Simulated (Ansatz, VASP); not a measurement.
## ZrC in VASP and in Ansatz

```
CELL_PARAMETERS angstrom
3.39148 0.00000 0.00000
-1.69574 2.93710 0.00000
0.00000 0.00000 5.29005
ATOMIC_POSITIONS crystal
Zr 0.66667 0.33333 0.75000
Zr 0.33333 0.66667 0.25000
C 0.00000 0.00000 0.50000
C 0.00000 0.00000 0.00000
```

Alike in both runs: functional PBEsol; k mesh 9 × 9 × 5; occupations fermi-dirac, width 0.05 eV; no spin polarisation; Hubbard terms Zr d U = 5.0 eV.

|  | VASP | Ansatz |
| --- | --- | --- |
| version | VASP 6.6.1 | Ansatz 0.2.0 |
| potentials or method | VASP PAW PBE potentials, release 64 (Zr_sv, C) | Ansatz PAW |
| plane-wave cutoff (eV) | 520 | 420 |
| valence electrons in the cell | 32 | 32 |
| task | single point | projected density of states |

```tsv
	VASP	Ansatz	Ansatz less VASP
gap on the k mesh at the Fermi level (eV)	none	none	-
pressure (GPa)	6.4	-1.5	-7.87
traceless stress, the component that is largest in VASP (GPa)	3.13	5.04	+1.911
```

VASP's potentials were made for PBE, not for PBEsol. The programs project onto different local orbitals, so the same U acts differently, and such runs can settle in different states. A gap of «none» marks a metal or a gap that the smearing closes.
